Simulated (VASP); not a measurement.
# ZnH4O3: single point with PBE

The system is ZnH4O3.

```xyz
8
Lattice="3.0361 0.0000 0.0000 -1.5180 2.6293 0.0000 0.0000 0.0000 8.7457" Properties=species:S:1:pos:R:3 pbc="T T T"
Zn    1.5180    0.8764    0.0000
H     0.0000    0.0000    1.0058
H     0.0000    0.0000    5.4718
H     0.0000    0.0000    3.2739
H     0.0000    0.0000    7.7399
O     1.5180    0.8764    4.3729
O     0.0000    1.7529    2.1680
O     0.0000    1.7529    6.5778
```

The cell was built from a structure type or drawn by symmetry, and may not be a known phase.

* Program: VASP 6.6.1
* Task: single point
* Functional: PBE
* Potentials or basis: VASP PAW PBE potentials, release 64 (Zn, H, O)
* Cutoff: 520 eV
* k mesh: 6 × 6 × 2
* Occupations: gaussian, width 0.1 eV
* Spin: collinear spin, ferromagnetic start
* Starting moments: [0.0, 0.0, 0.0, 0.0, 0.0, 1.0, 1.0, 1.0] μB

```
Pressure                                              : -20.8 GPa
Largest force                                         : 0.708 eV/Å
Band gap on the k mesh                                : zero (filled and empty bands overlap)
Net moment                                            : 2.03 μB per cell
Site moments                                          : Zn -0.03; H -0.02, -0.06 (each value once); O +0.98, +0.53 (each value once) μB
Valence electrons inside the program's atomic spheres : Zn 10.56; H 0.40, 0.24 (each value once); O 4.63, 4.69 (each value once)
```

Forces on the atoms (eV/Å):
```
Zn   0.000  0.000  0.000
H    0.000  0.000  0.513
H    0.000  0.000  0.065
H    0.000  0.000 -0.065
H    0.000  0.000 -0.513
O    0.000  0.000  0.000
O    0.000  0.000 -0.708
O    0.000  0.000  0.708
```

Stress tensor (GPa, compression positive):
```
-17.46   0.00   0.00
  0.00 -17.46   0.00
  0.00   0.00 -27.59
```

Levels at points of the mesh, in eV from the Fermi level:
Spin up:
```csv
k point,band 14,band 15,band 16,band 17,band 18,band 19,band 20,band 21,band 22,band 23
"(0.00, 0.00, 0.00)",-1.36,-0.78,-0.78,-0.75,-0.75,0.49,2.02,4.39,6.81,11.53
"(0.50, 0.00, 0.00)",-1.92,-1.90,-1.53,-1.21,-1.08,0.89,1.48,3.08,3.49,7.69
"(0.00, 0.00, 0.50)",-0.79,-0.79,-0.76,-0.75,-0.75,-0.68,2.73,3.84,7.09,12.00
"(0.50, 0.00, 0.50)",-1.89,-1.64,-1.28,-1.04,-1.03,0.57,1.39,3.34,3.47,7.55
```
Spin down:
| k point | band 14 | band 15 | band 16 | band 17 | band 18 | band 19 |
| --- | --- | --- | --- | --- | --- | --- |
| (0.00, 0.00, 0.00) | 0.10 | 0.20 | 0.20 | 0.43 | 0.43 | 1.71 |
| (0.50, 0.00, 0.00) | -0.90 | -0.64 | -0.42 | -0.28 | 0.16 | 1.40 |
| (0.00, 0.00, 0.50) | 0.11 | 0.20 | 0.20 | 0.43 | 0.43 | 0.92 |
| (0.50, 0.00, 0.50) | -0.63 | -0.59 | -0.36 | 0.20 | 0.50 | 0.80 |

Wall time 53 s on 1 thread of AMD EPYC 9R45 96-Core Processor (Zen 5) (shared host), peak memory 0.21 GiB.

Caveat: the k points lie up to 0.40 Å⁻¹ apart, too coarse for converged energies and pressures of a metal.
